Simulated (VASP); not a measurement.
Input of a VASP 6.6.1 run:

The input INCAR:

```
SYSTEM = Ge
ALGO = Fast
EDIFF = 1E-6
ENCUT = 520
GGA = PE
ISIF = 2
ISMEAR = 0
LASPH = .True.
LCHARG = .False.
LREAL = .False.
LWAVE = .False.
NBANDS = 66
NELM = 60
PREC = Accurate
SIGMA = 0.15
```

Contents of KPOINTS:

```
k-points
0
Gamma
  15 15 4
  0 0 0
```

POSCAR

```
Ge
1.0
    4.1804466338      0.0000000000      0.0000000000
   -2.0902233169      3.6203729840      0.0000000000
    0.0000000000      0.0000000000     12.6153338067
Ge
8
Direct
    0.0000000000      0.0000000000      0.4152103643
    0.0000000000      0.0000000000      0.5847896357
    0.0000000000      0.0000000000      0.9152103643
    0.0000000000      0.0000000000      0.0847896357
    0.3333333333      0.6666666667      0.3442031336
    0.6666666667      0.3333333333      0.6557968664
    0.6666666667      0.3333333333      0.8442031336
    0.3333333333      0.6666666667      0.1557968664
```

Potentials or basis: VASP PAW PBE potentials, release 64 (Ge_d).

Launch:

```console
$ cat potpaw_PBE.64/Ge_d/POTCAR > POTCAR
$ mpirun -np 1 vasp_std > vasp.out
```

(1) Predict the pressure.

(2) What does it give for the band gap on the k mesh?

(3) What does it give for the largest force?

Results:

(1) 3.2 GPa.

(2) zero (bands 56 and 57 overlap by 0.27 eV).

(3) 4.728 eV/Å.

Caveat: the cell stands under pressure; semilocal functionals underestimate gaps, so a narrow gap can read as zero; forces of over 1 eV/Å act on the atoms, so gaps and moduli don't describe the material at rest.
